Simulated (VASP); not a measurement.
Write the native input for VASP 6.6.1 that does the following.

```yaml
Task: single point
Functional: PBEsol
Potentials_or_basis: VASP PAW PBE potentials, release 64 (Ni, Al)
Cutoff: 520 eV
k_mesh: 6 × 6 × 6
Occupations: fermi-dirac, width 0.05 eV
Spin: collinear spin, ferromagnetic start
Starting_moments: "[2.0, 2.0, 2.0, 0.0] μB"
Fixed_moment: 6 μB
Dipole_correction: no
Further_INCAR_settings: ALGO = Normal; EDIFF = 1e-06; NBANDS = 28
```

The structure of AlNi3 lies in POSCAR:

```
AlNi3
1.0
    3.5230547267      0.0000000000      0.0000000000
    0.0000000000      3.5230547267      0.0000000000
    0.0000000000      0.0000000000      3.5230547267
Ni Al
3 1
Direct
    0.5000000000      0.5000000000      0.0000000000
    0.5000000000      0.0000000000      0.5000000000
    0.0000000000      0.5000000000      0.5000000000
    0.0000000000      0.0000000000      0.0000000000
```

One way to write it, as run:

INCAR

```
  PREC = Accurate
  ENCUT = 520
  EDIFF = 1E-6
  ISMEAR = -1
  SIGMA = 0.05
  LREAL = False
  LASPH = True
  NELM = 150
  ALGO = Normal
  ISIF = 2
  LWAVE = False
  LCHARG = False
  ISPIN = 2
  MAGMOM = 2 2 2 0
  LORBIT = 11
  NUPDOWN = 6.0
  LMAXMIX = 4
  GGA = PS
  NBANDS = 28
```

KPOINTS

```
Automatic mesh
0
Gamma
  6 6 6
```

Potentials or basis: VASP PAW PBE potentials, release 64 (Ni, Al).

The run is started by

```sh
$ cat potpaw_PBE.64/Ni/POTCAR potpaw_PBE.64/Al/POTCAR > POTCAR
$ mpirun -np 1 vasp_std > vasp.out
```

It gave:

```
Pressure                                              : 29.1 GPa
Net moment                                            : 6.00 μB per cell
Site moments                                          : Ni +1.68; Al +0.22 μB
Valence electrons inside the program's atomic spheres : Ni 9.36; Al 0.88
```

Caveat: the PAW data sets were made with another functional, which shifts forces and pressure a little; the total moment is fixed, so each spin has its own Fermi level.

It took 57 s on 1 thread of AMD EPYC 7R43 64-Core Processor (Zen 3) (shared host), peak memory 0.15 GiB.
